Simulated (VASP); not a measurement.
# NaHf2 (P6/mmm) in VASP: notebook

Runs on NaHf2. Level: PBE. Tasks: single point, relaxation of cell and atoms.

Program: VASP 6.6.1. These are calculated values, not measurements. Logs are shortened: lines on timing, memory, paths and dates and some standing lists are left out, and cuts for length are marked.

## Step 1: The cell of the first run

The structure is hexagonal, space group P6/mmm (No. 191). Conventional cell: a = 3.915 Å, b = 3.915 Å, c = 4.227 Å, α = 90.00°, β = 90.00°, γ = 120.00°. Within 4.1 Å of Na (site symmetry 6/mmm) lie 12 Hf at 3.09 Å and 6 Na at 3.92 Å. Within 3.0 Å of Hf (site symmetry -6m2) lie 3 Hf at 2.26 Å.

## Step 2: Single point, PBE

Input file INCAR:

```
SYSTEM = NaHf2
PREC     = Accurate       ! precision mode
ENCUT    = 520            ! plane-wave cutoff, eV
EDIFF    = 1E-6           ! SCF threshold, eV
ISMEAR   = 0              ! smearing method
SIGMA    = 0.1            ! smearing width, eV
LREAL    = .FALSE.        ! projectors in reciprocal space
LASPH    = .TRUE.         ! aspherical terms in the spheres
NELM     = 80             ! most SCF steps
ALGO     = Normal         ! electronic algorithm
ISIF     = 2              ! what is computed and relaxed
LWAVE    = .FALSE.        ! write WAVECAR
LCHARG   = .TRUE.         ! write CHGCAR
GGA      = PE             ! functional
LELF     = .TRUE.         ! ELF
LVHAR    = .TRUE.       
NBANDS   = 20             ! bands
```

Input file KPOINTS:

```
regular mesh
0
G
  6 6 4
  0 0 0
```

Input file POSCAR:

```
NaHf2
1.0
    3.9150395665      0.0000000000      0.0000000000
   -1.9575197832      3.3905237214      0.0000000000
    0.0000000000      0.0000000000      4.2272021897
Na Hf
1 2
Direct
    0.0000000000      0.0000000000      0.0000000000
    0.3333333333      0.6666666667      0.5000000000
    0.6666666667      0.3333333333      0.5000000000
```

Potentials or basis: VASP PAW PBE potentials, release 64 (Na_pv, Hf_pv).

Command:

```bash
$ cat potpaw_PBE.64/Na_pv/POTCAR potpaw_PBE.64/Hf_pv/POTCAR > POTCAR
$ mpirun -np 1 vasp_std > vasp.out
```

OUTCAR:

```text
SYSTEM = NaHf2
   PREC = Accurate
   ENCUT = 520
   EDIFF = 1E-6
   ISMEAR = 0
   LREAL = .FALSE.
   LASPH = .TRUE.
   NELM = 80
   ISIF = 2
   GGA = PE

 ion  position               nearest neighbor table
   1  0.000  0.000  0.000-   2 3.09   3 3.09   2 3.09   3 3.09   2 3.09   2 3.09   3 3.09   3 3.09
                             3 3.09   3 3.09   2 3.09   2 3.09
   2  0.333  0.667  0.500-   3 2.26   3 2.26   3 2.26   1 3.09   1 3.09   1 3.09   1 3.09   1 3.09
                             1 3.09
   3  0.667  0.333  0.500-   2 2.26   2 2.26   2 2.26   1 3.09   1 3.09   1 3.09   1 3.09   1 3.09
                             1 3.09

  LATTYP: Found a hexagonal cell.
 ALAT       =     3.9150395665
 C/A-ratio  =     1.0797342193

  Lattice vectors:

 A1 = (   3.9150395665,   0.0000000000,   0.0000000000)
 A2 = (  -1.9575197832,   3.3905237214,   0.0000000000)
 A3 = (   0.0000000000,   0.0000000000,   4.2272021897)

Analysis of symmetry for initial positions (statically):
=====================================================================
 Subroutine PRICEL returns:
 Original cell was already a primitive cell.

 Routine SETGRP: Setting up the symmetry group for a
 hexagonal supercell.

 Subroutine GETGRP returns: Found 24 space group operations
 (whereof 24 operations were pure point group operations)
 out of a pool of 24 trial point group operations.

The static configuration has the point symmetry D_6h.

Analysis of symmetry for dynamics (positions and initial velocities):
=====================================================================
 Subroutine PRICEL returns:
 Original cell was already a primitive cell.

 Routine SETGRP: Setting up the symmetry group for a
 hexagonal supercell.

 Subroutine GETGRP returns: Found 24 space group operations
 (whereof 24 operations were pure point group operations)
 out of a pool of 24 trial point group operations.

The dynamic configuration has the point symmetry D_6h.

 Subroutine INISYM returns: Found 24 space group operations
 (whereof 24 operations are pure point group operations),
 and found     1 'primitive' translations

----------------------------------------------------------------------------------------

                                     Primitive cell

  volume of cell :      56.1120

  direct lattice vectors                    reciprocal lattice vectors
     3.915039566  0.000000000  0.000000000     0.255425260  0.147469843  0.000000000
    -1.957519783  3.390523721  0.000000000     0.000000000  0.294939685  0.000000000
[... 84 lines left out ...]
   LREAL  =      F    real-space projection
   EDIFFG = 0.1E-04   stopping-criterion for IOM
   NSW    =      0    number of steps for IOM
   IBRION =     -1    ionic relax: 0-MD 1-quasi-New 2-CG
   NFREE  =      0    steps in history (QN), initial steepest desc. (CG)
   ISIF   =      2    stress and relaxation
   ISYM   =      2    0-nonsym 1-usesym 2-fastsym
   POTIM  = 0.5000    time-step for ionic-motion
   TEBEG  =    0.0;   TEEND  =   0.0 temperature during run
   PSTRESS=    0.0 pullay stress
   NELECT =      27.0000    total number of electrons
   NUPDOWN=      -1.0000    fix difference up-down
   EMIN   =  10.00;   EMAX   =-10.00  energy-range for DOS
   EFERMI =   0.00;   METHOD = LEGACY
   ISMEAR =     0;   SIGMA  =   0.10  broadening in eV -4-tet -1-fermi 0-gaus
   EFERMI_NEDOS =   21; number of points for ismear=-14 and -15
   IALGO  =     38    algorithm
   IMIX   =      4    mixing-type and parameters
     AMIX     =   0.40;   BMIX     =  1.00
     AMIX_MAG =   1.60;   BMIX_MAG =  1.00
  volume/ion in A,a.u.               =      18.70       126.22
  Fermi-wavevector in a.u.,A,eV,Ry     =   1.282855  2.424244 22.391324  1.645716
  Thomas-Fermi vector in A             =   2.415142
   LORBIT       =      0    0 simple, 1 ext, 2 COOP (PROOUT), +10 PAW based schemes
   GGA     = PE    functional components
   LHFCALC =     F    Hartree Fock is set to
   AEXX    =    0.0000 exact exchange contribution
   IVDW    =     0    specifies the selected vdW correction
   LEPSILON=     F    determine dielectric tensor
   LRPA    =     F    only Hartree local field effects (RPA)
 non-spin polarized calculation
 Gauss-broadening in eV      SIGMA  =   0.10
  energy-cutoff  :      520.00
  volume of cell :       56.11
 maximum number of plane-waves:      1545
 NGX is ok and might be reduce to    30
   NGX = 15   NGY = 15   NGZ = 15

 number of electron      27.0000002 magnetization

 Free energy of the ion-electron system (eV)
  ---------------------------------------------------
  ext. energy  EPLUGINS =         0.00000000
  ---------------------------------------------------
  free energy    TOTEN  =       -12.08126172 eV

  energy without entropy =      -12.06445320  energy(sigma->0) =      -12.07285746

 E-fermi :   4.0062     XC(G=0): -10.7993

 val. band max:        3.9871253447   @ k =   0.3333   0.1667   0.5000
 cond. band min:       4.0329478271   @ k =   0.3333   0.0000   0.5000
 fundamental gap:      0.0458224824
 Fermi energy:         4.0061758890

 k-point     1 :       0.0000    0.0000    0.0000
  band No.  band energies     occupation
      1     -28.1121      2.00000
      2     -28.1121      2.00000
      3     -26.1808      2.00000
      4     -24.7760      2.00000
      5     -24.2836      2.00000
      6     -24.2836      2.00000
[... 472 lines left out ...]
     19       9.6838      0.00000
     20       9.6839      0.00000

------------------------ aborting loop because EDIFF is reached ----------------------------------------

  FORCE on cell =-STRESS in cart. coord.  units (eV):
  Direction    XX          YY          ZZ          XY          YZ          ZX
  --------------------------------------------------------------------------------------
  -------------------------------------------------------------------------------------
  Total       21.3458178     21.3458178      1.7378045      0.0000000     -0.0000000     -0.0000000
  in kB      609.4911670    609.4911670     49.6198588      0.0000000     -0.0000000     -0.0000000
  external PRESSURE =     422.8673976 kB  Pullay stress =       0.0000000 kB

 VOLUME and BASIS-vectors are now :
 -----------------------------------------------------------------------------
  energy-cutoff  :      520.00
  volume of cell :       56.11
      direct lattice vectors                 reciprocal lattice vectors
     3.915039566  0.000000000  0.000000000     0.255425260  0.147469843  0.000000000
    -1.957519783  3.390523721  0.000000000     0.000000000  0.294939685  0.000000000
     0.000000000  0.000000000  4.227202190     0.000000000  0.000000000  0.236563087

 POSITION                                       TOTAL-FORCE (eV/Angst)
 -----------------------------------------------------------------------------------
      0.00000      0.00000      0.00000         0.000000     -0.000000      0.000000
     -0.00000      2.26035      2.11360         0.000000      0.000000      0.000000
      1.95752      1.13017      2.11360        -0.000000     -0.000000      0.000000
 -----------------------------------------------------------------------------------
    total drift:                                0.000000     -0.000000      0.000000

  FREE ENERGIE OF THE ION-ELECTRON SYSTEM (eV)
  ---------------------------------------------------
  free  energy   TOTEN  =       -12.0812617227 eV

  energy  without entropy=      -12.0644531970  energy(sigma->0) =      -12.07285746
```

OSZICAR:

```text
N       E                     dE             d eps       ncg     rms          rms(c)
DAV:   1     0.173056717974E+03    0.17306E+03   -0.15267E+04   864   0.143E+03
DAV:   2    -0.271515221814E+01   -0.17577E+03   -0.17050E+03   880   0.378E+02
DAV:   3    -0.122093949067E+02   -0.94942E+01   -0.90814E+01  1124   0.720E+01
DAV:   4    -0.124578480069E+02   -0.24845E+00   -0.24083E+00  1008   0.101E+01
DAV:   5    -0.124643445701E+02   -0.64966E-02   -0.64868E-02  1024   0.171E+00    0.492E+01
DAV:   6    -0.121391221461E+02    0.32522E+00   -0.68436E-01   996   0.327E+00    0.299E+01
DAV:   7    -0.120816997237E+02    0.57422E-01   -0.12128E-01   928   0.237E+00    0.152E+00
DAV:   8    -0.120814462842E+02    0.25344E-03   -0.71199E-03   996   0.580E-01    0.838E-01
DAV:   9    -0.120813138102E+02    0.13247E-03   -0.23225E-03   972   0.281E-01    0.316E-01
DAV:  10    -0.120812559824E+02    0.57828E-04   -0.19746E-04   988   0.843E-02    0.820E-02
DAV:  11    -0.120812616744E+02   -0.56921E-05   -0.95850E-06  1008   0.208E-02    0.822E-03
DAV:  12    -0.120812617227E+02   -0.48234E-07   -0.10013E-06   660   0.580E-03
   1 F= -.12081262E+02 E0= -.12072857E+02  d E =-.168085E-01
```

Wall time 14 s (1 thread of Intel Xeon Platinum 8488C (Sapphire Rapids), shared host); peak memory 0.18 GiB.

What came out:

* Free energy: -12.0813 eV
* Pressure: 42.3 GPa

Caveat: the k points lie up to 0.37 Å⁻¹ apart; spin-orbit coupling is left out, which moves the levels of the heavy elements.

## Step 3: Single point, PBE

This run uses another cell than the first one, of 23.83 Å³/atom, 1.274 times its volume.

Input file INCAR:

```
PREC = Accurate ; ENCUT = 520
EDIFF = 1E-6 ; ISMEAR = 0
SIGMA = 0.1 ; LREAL = F
LASPH = T ; NELM = 60
ALGO = Normal ; ISIF = 2
LWAVE = F ; LCHARG = F
GGA = PE ; NBANDS = 20
```

Input file KPOINTS:

```
Automatic mesh
0
Gamma
  6 6 4
```

Input file POSCAR:

```
NaHf2
1.0
    5.4150517684      0.0000000000      0.0000000000
   -2.7075258842      4.6895723943      0.0000000000
    0.0000000000      0.0000000000      2.8149699311
Na Hf
1 2
Direct
    0.0000000000      0.0000000000      0.0000000000
    0.3333333333      0.6666666667      0.5000000000
    0.6666666667      0.3333333333      0.5000000000
```

Potentials or basis: VASP PAW PBE potentials, release 64 (Na_pv, Hf_pv).

Command:

```bash
$ cat potpaw_PBE.64/Na_pv/POTCAR potpaw_PBE.64/Hf_pv/POTCAR > POTCAR
$ mpirun -np 1 vasp_std > vasp.out
```

Run time: 16 s. Hardware: 1 thread of Intel Xeon Platinum 8488C (Sapphire Rapids), shared host; peak memory 0.19 GiB.

Results (log left out):

* Free energy: -18.8628 eV
* Pressure: 0.1 GPa

Levels at points of the mesh, in eV from the Fermi level:
```tsv
k point	band 9	band 10	band 11	band 12	band 13	band 14	band 15	band 16	band 17	band 18
(0.00, 0.00, 0.00)	-23.43	-5.94	-1.72	-1.40	-0.61	-0.61	0.03	0.03	4.45	4.45
(0.50, 0.00, 0.00)	-23.43	-4.49	-3.44	-2.02	-0.81	-0.51	-0.38	0.52	2.52	4.02
(0.00, 0.00, 0.50)	-23.43	-1.98	-1.52	-1.52	0.46	0.67	0.67	1.59	1.59	2.07
(0.50, 0.00, 0.50)	-23.43	-1.88	-1.80	-0.53	-0.44	0.33	1.10	1.17	1.45	4.01
```

Caveat: the k points lie up to 0.56 Å⁻¹ apart; spin-orbit coupling is left out, which moves the levels of the heavy elements.

(Part 1 of 2 ends here.)
